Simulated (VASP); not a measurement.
# MoSe (F-43m) in VASP: a series of runs

MoSe is run at these levels: PBE+U; tasks: single point.

Everything below comes from runs of VASP 6.6.1. Logs are shortened: lines on timing, memory, paths and dates and some standing lists are left out, and cuts for length are marked.

## (1) The cell of the first run

The structure is cubic, space group F-43m (No. 216). The conventional cell has a = 6.162 Å, b = 6.162 Å, c = 6.162 Å, α = 90.00°, β = 90.00°, γ = 90.00°. Mo (site symmetry -43m) has 4 Se at 2.67 Å within 3.5 Å. Se (site symmetry -43m) has 4 Mo at 2.67 Å within 3.5 Å.

## (2) Single point, PBE+U, collinear spin

Contents of INCAR:

```
PREC = Accurate ; ENCUT = 520
EDIFF = 1E-6 ; ISMEAR = 0
SIGMA = 0.1 ; LREAL = F
LASPH = T ; NELM = 150
ALGO = Normal ; ISIF = 2
LWAVE = F ; LCHARG = F
ISPIN = 2 ; MAGMOM = 2 0
LORBIT = 11 ; LMAXMIX = 4
LDAU = T ; LDAUTYPE = 2
LDAUL = 2 -1 ; LDAUU = 4.38 0
LDAUJ = 0 0 ; LDAUPRINT = 1
GGA = PE ; NBANDS = 21
```

Contents of KPOINTS:

```
Automatic mesh
0
Gamma
  12 12 12
```

Contents of POSCAR:

```
MoSe
1.0
    0.0000000000      3.0812375160      3.0812375160
    3.0812375160      0.0000000000      3.0812375160
    3.0812375160      3.0812375160      0.0000000000
Mo Se
1 1
Direct
    0.0000000000      0.0000000000      0.0000000000
    0.2500000000      0.2500000000      0.2500000000
```

Potentials or basis: VASP PAW PBE potentials, release 64 (Mo_sv, Se).

Started as:

```
$ cat potpaw_PBE.64/Mo_sv/POTCAR potpaw_PBE.64/Se/POTCAR > POTCAR
$ mpirun -np 1 vasp_std > vasp.out
```

OUTCAR:

```text
PREC = Accurate
   ENCUT = 520
   EDIFF = 1E-6
   ISMEAR = 0
   LREAL = F
   LASPH = T
   NELM = 150
   ISIF = 2
   ISPIN = 2
   LORBIT = 11
   GGA = PE

 ion  position               nearest neighbor table
   1  0.000  0.000  0.000-   2 2.67   2 2.67   2 2.67   2 2.67
   2  0.250  0.250  0.250-   1 2.67   1 2.67   1 2.67   1 2.67

  LATTYP: Found a face centered cubic cell.
 ALAT       =     6.1624750320

  Lattice vectors:

 A1 = (   0.0000000000,   3.0812375160,   3.0812375160)
 A2 = (   3.0812375160,   0.0000000000,   3.0812375160)
 A3 = (   3.0812375160,   3.0812375160,   0.0000000000)

Analysis of symmetry for initial positions (statically):
=====================================================================
 Subroutine PRICEL returns:
 Original cell was already a primitive cell.

 Routine SETGRP: Setting up the symmetry group for a
 face centered cubic supercell.

 Subroutine GETGRP returns: Found 24 space group operations
 (whereof 24 operations were pure point group operations)
 out of a pool of 48 trial point group operations.

The static configuration has the point symmetry T_d .

Analysis of symmetry for dynamics (positions and initial velocities):
=====================================================================
 Subroutine PRICEL returns:
 Original cell was already a primitive cell.

 Routine SETGRP: Setting up the symmetry group for a
 face centered cubic supercell.

 Subroutine GETGRP returns: Found 24 space group operations
 (whereof 24 operations were pure point group operations)
 out of a pool of 48 trial point group operations.

The dynamic configuration has the point symmetry T_d .

Analysis of structural, dynamic, and magnetic symmetry:
=====================================================================
 Subroutine PRICEL returns:
 Original cell was already a primitive cell.

 Routine SETGRP: Setting up the symmetry group for a
 face centered cubic supercell.

 Subroutine GETGRP returns: Found 24 space group operations
 (whereof 24 operations were pure point group operations)
 out of a pool of 48 trial point group operations.

The overall configuration has the point symmetry T_d .

 Subroutine INISYM returns: Found 24 space group operations
 (whereof 24 operations are pure point group operations),
 and found     1 'primitive' translations

----------------------------------------------------------------------------------------

                                     Primitive cell

  volume of cell :      58.5067

  direct lattice vectors                    reciprocal lattice vectors
     0.000000000  3.081237516  3.081237516    -0.162272463  0.162272463  0.162272463
     3.081237516  0.000000000  3.081237516     0.162272463 -0.162272463  0.162272463
     3.081237516  3.081237516  0.000000000     0.162272463  0.162272463 -0.162272463

  length of vectors
     4.357527884  4.357527884  4.357527884     0.281064150  0.281064150  0.281064150

  position of ions in fractional coordinates (direct lattice)
     0.000000000  0.000000000  0.000000000
     0.250000000  0.250000000  0.250000000

  ion indices of the primitive-cell ions
   primitive index   ion index
                 1           1
                 2           2

----------------------------------------------------------------------------------------

 KPOINTS: Automatic mesh

[... 51 lines left out ...]
   total plane-waves  NPLWV =  32768
   dimension x,y,z NGX =    32 NGY =   32 NGZ =   32
   dimension x,y,z NGXF=    64 NGYF=   64 NGZF=   64
   ions per type =               1   1
   NGX,Y,Z   is equivalent  to a cutoff of  12.21, 12.21, 12.21 a.u.
   NGXF,Y,Z  is equivalent  to a cutoff of  24.42, 24.42, 24.42 a.u.
 SYSTEM =  unknown system
   PREC   = accura    normal or accurate (medium, high low for compatibility)
   ISTART =      0    job   : 0-new  1-cont  2-samecut
   ICHARG =      2    charge: 1-file 2-atom 10-const
   ISPIN  =      2    spin polarized calculation?
   LNONCOLLINEAR =      F non collinear calculations
   LSORBIT =      F    spin-orbit coupling
   LASPH  =      T    aspherical Exc in radial PAW
   ENCUT  =  520.0 eV  38.22 Ry    6.18 a.u.   8.10  8.10  8.10*2*pi/ulx,y,z
   NELM   =    150;   NELMIN=  2; NELMDL= -5     # of ELM steps
   EDIFF  = 0.1E-05   stopping-criterion for ELM
   LREAL  =      F    real-space projection
[... 7 lines left out ...]
   TEBEG  =    0.0;   TEEND  =   0.0 temperature during run
   PSTRESS=    0.0 pullay stress
   NELECT =      20.0000    total number of electrons
   NUPDOWN=      -1.0000    fix difference up-down
   EMIN   =  10.00;   EMAX   =-10.00  energy-range for DOS
   EFERMI =   0.00;   METHOD = LEGACY
   ISMEAR =     0;   SIGMA  =   0.10  broadening in eV -4-tet -1-fermi 0-gaus
   EFERMI_NEDOS =   21; number of points for ismear=-14 and -15
   IALGO  =     38    algorithm
   IMIX   =      4    mixing-type and parameters
     AMIX     =   0.40;   BMIX     =  1.00
     AMIX_MAG =   1.60;   BMIX_MAG =  1.00
  volume/ion in A,a.u.               =      29.25       197.41
  Fermi-wavevector in a.u.,A,eV,Ry     =   1.144677  2.163126 17.827518  1.310286
  Thomas-Fermi vector in A             =   2.281368
   LORBIT       =     11    0 simple, 1 ext, 2 COOP (PROOUT), +10 PAW based schemes
 LDA+U is selected, type is set to LDAUTYPE =  2
   angular momentum for each species LDAUL =     2   -1
   U (eV)           for each species LDAUU =   4.4  0.0
   J (eV)           for each species LDAUJ =   0.0  0.0
   GGA     = PE    functional components
   LHFCALC =     F    Hartree Fock is set to
   AEXX    =    0.0000 exact exchange contribution
   IVDW    =     0    specifies the selected vdW correction
   LEPSILON=     F    determine dielectric tensor
   LRPA    =     F    only Hartree local field effects (RPA)
 spin polarized calculation
 Gauss-broadening in eV      SIGMA  =   0.10
  energy-cutoff  :      520.00
  volume of cell :       58.51
 maximum number of plane-waves:      1604
   NGX = 17   NGY = 17   NGZ = 17

atom =   1  type =  1  l = 2

 onsite density matrix

spin component  1

  0.6999 -0.0000  0.0000  0.0000  0.0000
 -0.0000  0.6999 -0.0000  0.0000 -0.0000
  0.0000 -0.0000  0.8218  0.0000  0.0000
  0.0000  0.0000  0.0000  0.6999 -0.0000
  0.0000 -0.0000  0.0000 -0.0000  0.8218

spin component  2

  0.0619  0.0000  0.0000 -0.0000 -0.0000
  0.0000  0.0619 -0.0000 -0.0000 -0.0000
  0.0000 -0.0000  0.0170 -0.0000  0.0000
 -0.0000 -0.0000 -0.0000  0.0619  0.0000
 -0.0000 -0.0000  0.0000  0.0000  0.0170

 occupancies and eigenvectors

  o =  0.0170  v =  0.0000  0.0000  0.0000  0.0000  0.0000  0.0000  0.0000  1.0000 -0.0000 -0.0061      0.0000  0.0000  0.0000  0.0000  0.0000  0.0000  0.0000  0.0000  0.0000  0.0000
  o =  0.0170  v =  0.0000  0.0000  0.0000  0.0000  0.0000  0.0000  0.0000 -0.0061  0.0000 -1.0000      0.0000  0.0000  0.0000  0.0000  0.0000  0.0000  0.0000  0.0000  0.0000  0.0000
  o =  0.0619  v =  0.0000  0.0000  0.0000  0.0000  0.0000  0.0000  0.0197 -0.0000 -0.9998  0.0000      0.0000  0.0000  0.0000  0.0000  0.0000  0.0000  0.0000  0.0000  0.0000  0.0000
  o =  0.0619  v =  0.0000  0.0000  0.0000  0.0000  0.0000  0.0000 -0.9998  0.0000 -0.0197 -0.0000      0.0000  0.0000  0.0000  0.0000  0.0000  0.0000  0.0000  0.0000  0.0000  0.0000
  o =  0.0619  v =  0.0000  0.0000  0.0000  0.0000  0.0000  1.0000  0.0000  0.0000  0.0000  0.0000      0.0000  0.0000  0.0000  0.0000  0.0000  0.0000  0.0000  0.0000  0.0000  0.0000
  o =  0.6999  v =  1.0000  0.0000  0.0000  0.0000  0.0000  0.0000  0.0000  0.0000  0.0000  0.0000      0.0000  0.0000  0.0000  0.0000  0.0000  0.0000  0.0000  0.0000  0.0000  0.0000
  o =  0.6999  v =  0.0000  0.5330  0.0000 -0.8461  0.0000  0.0000  0.0000  0.0000  0.0000  0.0000      0.0000  0.0000  0.0000  0.0000  0.0000  0.0000  0.0000  0.0000  0.0000  0.0000
  o =  0.6999  v =  0.0000  0.8461  0.0000  0.5330 -0.0000  0.0000  0.0000  0.0000  0.0000  0.0000      0.0000  0.0000  0.0000  0.0000  0.0000  0.0000  0.0000  0.0000  0.0000  0.0000
  o =  0.8218  v =  0.0000  0.0000 -0.9666 -0.0000 -0.2563  0.0000  0.0000  0.0000  0.0000  0.0000      0.0000  0.0000  0.0000  0.0000  0.0000  0.0000  0.0000  0.0000  0.0000  0.0000
  o =  0.8218  v =  0.0000  0.0000 -0.2563  0.0000  0.9666  0.0000  0.0000  0.0000  0.0000  0.0000      0.0000  0.0000  0.0000  0.0000  0.0000  0.0000  0.0000  0.0000  0.0000  0.0000

 number of electron      20.0000000 magnetization       4.0004392

 Free energy of the ion-electron system (eV)
  ---------------------------------------------------
  ext. energy  EPLUGINS =         0.00000000
  ---------------------------------------------------
  free energy    TOTEN  =        -9.89268466 eV

  energy without entropy =       -9.88753045  energy(sigma->0) =       -9.89010755

 E-fermi :   4.2870     XC(G=0):  -8.9185

 val. band max:        4.2788086312   @ k =   0.0000   0.0000   0.0000
 cond. band min:       4.2935115812   @ k =  -0.4167   0.2500   0.0833
 fundamental gap:      0.0147029499
 Fermi energy:         4.2870164393

 spin component 1

 k-point     1 :       0.0000    0.0000    0.0000
  band No.  band energies     occupation
      1     -57.5077      1.00000
      2     -31.7471      1.00000
      3     -31.7471      1.00000
      4     -31.7471      1.00000
      5      -9.4299      1.00000
      6      -0.4758      1.00000
[... 1145 lines left out ...]
     20      16.3351      0.00000
     21      18.4245      0.00000

 [... further k-points ...]
[... 5 lines left out ...]
  --------------------------------------------------------------------------------------
  -------------------------------------------------------------------------------------
  Total        0.4156991      0.4156991      0.4156991     -0.0000000      0.0000000      0.0000000
  in kB       11.3837176     11.3837176     11.3837176     -0.0000000      0.0000000      0.0000000
  external PRESSURE =      11.3837176 kB  Pullay stress =       0.0000000 kB

 VOLUME and BASIS-vectors are now :
 -----------------------------------------------------------------------------
  energy-cutoff  :      520.00
  volume of cell :       58.51
      direct lattice vectors                 reciprocal lattice vectors
     0.000000000  3.081237516  3.081237516    -0.162272463  0.162272463  0.162272463
     3.081237516  0.000000000  3.081237516     0.162272463 -0.162272463  0.162272463
     3.081237516  3.081237516  0.000000000     0.162272463  0.162272463 -0.162272463

 POSITION                                       TOTAL-FORCE (eV/Angst)
 -----------------------------------------------------------------------------------
      0.00000      0.00000      0.00000         0.000000      0.000000      0.000000
      1.54062      1.54062      1.54062        -0.000000     -0.000000     -0.000000
 -----------------------------------------------------------------------------------
    total drift:                                0.000000      0.000000      0.000000

  FREE ENERGIE OF THE ION-ELECTRON SYSTEM (eV)
  ---------------------------------------------------
  free  energy   TOTEN  =        -9.8926846565 eV

  energy  without entropy=       -9.8875304496  energy(sigma->0) =       -9.89010755

 total charge

# of ion       s       p       d       tot
------------------------------------------
    1        2.219   6.066   3.926  12.211
    2        1.444   2.390   0.039   3.873
--------------------------------------------------
tot          3.663   8.457   3.965  16.084

 magnetization (x)

# of ion       s       p       d       tot
------------------------------------------
    1        0.064   0.041   3.495   3.600
    2       -0.001  -0.225   0.035  -0.191
--------------------------------------------------
tot          0.062  -0.185   3.531   3.408
```

Wall time 2.9 min (1 thread of Intel Xeon 8259CL, shared host); peak memory 0.29 GiB.

Results:

- Free energy: -9.8927 eV
- Pressure: 1.1 GPa
- Band gap on the k mesh: zero (filled and empty bands overlap)
- Net moment: 4.00 μB per cell
- Site moments: Mo +3.60; Se -0.19 μB
- Valence electrons inside the program's atomic spheres: Mo 12.21; Se 3.87

Eigenvalues of the final occupation matrices:
```tsv
site	spin	trace	eigenvalues
site 1 d	1	3.74	0.70 0.70 0.70 0.82 0.82
site 1 d	2	0.22	0.02 0.02 0.06 0.06 0.06
```

## (3) Single point, PBE+U, collinear spin

This run uses another cell than the first one, of 30.47 Å³/atom.

Contents of INCAR:

```
SYSTEM = MoSe
ALGO = Normal
EDIFF = 1E-7
ENCUT = 520
GGA = PE
ISIF = 2
ISMEAR = 0
ISPIN = 2
LASPH = .True.
LCHARG = .False.
LDAU = .True.
LDAUJ = 0 0
LDAUL = 2 -1
LDAUPRINT = 1
LDAUTYPE = 2
LDAUU = 4.38 0
LMAXMIX = 4
LORBIT = 11
LREAL = .False.
LWAVE = .False.
MAGMOM = 3.51 -0.31
NBANDS = 21
NELM = 150
PREC = Accurate
SIGMA = 0.1
```

Contents of KPOINTS:

```
k-points
0
Gamma
  12 12 12
  0 0 0
```

Contents of POSCAR:

```
MoSe
1.0
    0.0000000000      3.1234514948      3.1234514948
    3.1234514948      0.0000000000      3.1234514948
    3.1234514948      3.1234514948      0.0000000000
Mo Se
1 1
Direct
    0.0000000000      0.0000000000      0.0000000000
    0.2500000000      0.2500000000      0.2500000000
```

Potentials or basis: VASP PAW PBE potentials, release 64 (Mo_sv, Se).

Started as:

```
$ cat potpaw_PBE.64/Mo_sv/POTCAR potpaw_PBE.64/Se/POTCAR > POTCAR
$ mpirun -np 1 vasp_std > vasp.out
```

It took 3.9 min on 1 thread of Intel Xeon 8259CL, shared host; peak memory 0.34 GiB.

Results (log left out):

```yaml
Free_energy: -9.8942 eV
Pressure: -0.9 GPa
Band_gap_on_the_k_mesh: zero (filled and empty bands overlap)
Net_moment: 4.00 μB per cell
Site_moments: Mo +3.62; Se -0.21 μB
Valence_electrons_inside_the_program's_atomic_spheres: Mo 12.18; Se 3.85
```

Levels at points of the mesh, in eV from the Fermi level:
Spin up:
| k point | band 8 | band 9 | band 10 | band 11 | band 12 | band 13 | band 14 | band 15 | band 16 | band 17 |
| --- | --- | --- | --- | --- | --- | --- | --- | --- | --- | --- |
| (0.00, 0.00, 0.00) | -4.51 | -2.60 | -2.60 | 0.01 | 1.73 | 1.73 | 1.73 | 5.95 | 5.95 | 5.95 |
| (0.50, 0.00, 0.00) | -4.28 | -2.34 | -2.34 | -1.72 | 0.43 | 0.43 | 2.45 | 6.00 | 6.70 | 6.70 |
| (0.50, 0.50, 0.00) | -3.62 | -2.28 | -2.24 | -1.88 | -0.92 | -0.92 | 3.39 | 4.95 | 7.68 | 9.63 |
Spin down:
| k point | band 4 | band 5 | band 6 | band 7 | band 8 | band 9 | band 10 | band 11 | band 12 | band 13 |
| --- | --- | --- | --- | --- | --- | --- | --- | --- | --- | --- |
| (0.00, 0.00, 0.00) | -33.38 | -13.58 | -3.07 | -3.07 | -3.07 | 1.16 | 2.83 | 2.83 | 5.10 | 5.10 |
| (0.50, 0.00, 0.00) | -33.38 | -13.25 | -4.33 | -2.98 | -2.98 | 2.48 | 2.99 | 2.99 | 3.72 | 3.85 |
| (0.50, 0.50, 0.00) | -33.38 | -13.14 | -4.38 | -2.99 | -2.99 | 1.10 | 2.33 | 3.41 | 3.41 | 3.67 |

Eigenvalues of the final occupation matrices:
```tsv
site	spin	trace	eigenvalues
site 1 d	1	3.75	0.70 0.70 0.70 0.82 0.82
site 1 d	2	0.20	0.02 0.02 0.06 0.06 0.06
```

## (4) Single point, PBE+U, collinear spin

This run uses another cell than the first one, of 30.47 Å³/atom.

Contents of INCAR:

```
SYSTEM = MoSe
PREC = Accurate
ENCUT = 520
EDIFF = 1E-7
ISMEAR = 0
SIGMA = 0.1
LREAL = .False.
LASPH = .True.
NELM = 150
ALGO = Normal
ISIF = 2
LWAVE = .False.
LCHARG = .False.
ISPIN = 2
MAGMOM = 2 0
LORBIT = 11
LMAXMIX = 4
LDAU = .True.
LDAUTYPE = 2
LDAUL = 2 -1
LDAUU = 4.38 0
LDAUJ = 0 0
LDAUPRINT = 1
GGA = PE
NBANDS = 21
```

Contents of KPOINTS:

```
regular mesh
0
Gamma
  12 12 12
  0 0 0
```

POSCAR is that of step 3.

Started as:

```
$ cat potpaw_PBE.64/Mo_sv/POTCAR potpaw_PBE.64/Se/POTCAR > POTCAR
$ mpirun -np 1 vasp_std > vasp.out
```

It took 3.6 min on 1 thread of Intel Xeon 8259CL, shared host; peak memory 0.33 GiB.

It converged, with:

```yaml
Free_energy: -9.8942 eV
Pressure: -0.9 GPa
Band_gap_on_the_k_mesh: zero (filled and empty bands overlap)
Net_moment: 4.00 μB per cell
Site_moments: Mo +3.62; Se -0.21 μB
Valence_electrons_inside_the_program's_atomic_spheres: Mo 12.18; Se 3.85
```

Levels at points of the mesh, in eV from the Fermi level:
Spin up:
```tsv
k point	band 9	band 10	band 11	band 12	band 13	band 14	band 15	band 16
(0.00, 0.00, 0.00)	-2.60	-2.60	0.01	1.73	1.73	1.73	5.95	5.95
(0.50, 0.00, 0.00)	-2.34	-2.34	-1.72	0.43	0.43	2.45	6.00	6.70
(0.50, 0.50, 0.00)	-2.28	-2.24	-1.88	-0.92	-0.92	3.39	4.95	7.68
```
Spin down:
```csv
k point,band 6,band 7,band 8,band 9,band 10,band 11
"(0.00, 0.00, 0.00)",-3.07,-3.07,-3.07,1.16,2.83,2.83
"(0.50, 0.00, 0.00)",-4.33,-2.98,-2.98,2.48,2.99,2.99
"(0.50, 0.50, 0.00)",-4.38,-2.99,-2.99,1.10,2.33,3.41
```

Eigenvalues of the final occupation matrices:
```tsv
site	spin	trace	eigenvalues
site 1 d	1	3.75	0.70 0.70 0.70 0.82 0.82
site 1 d	2	0.20	0.02 0.02 0.06 0.06 0.06
```
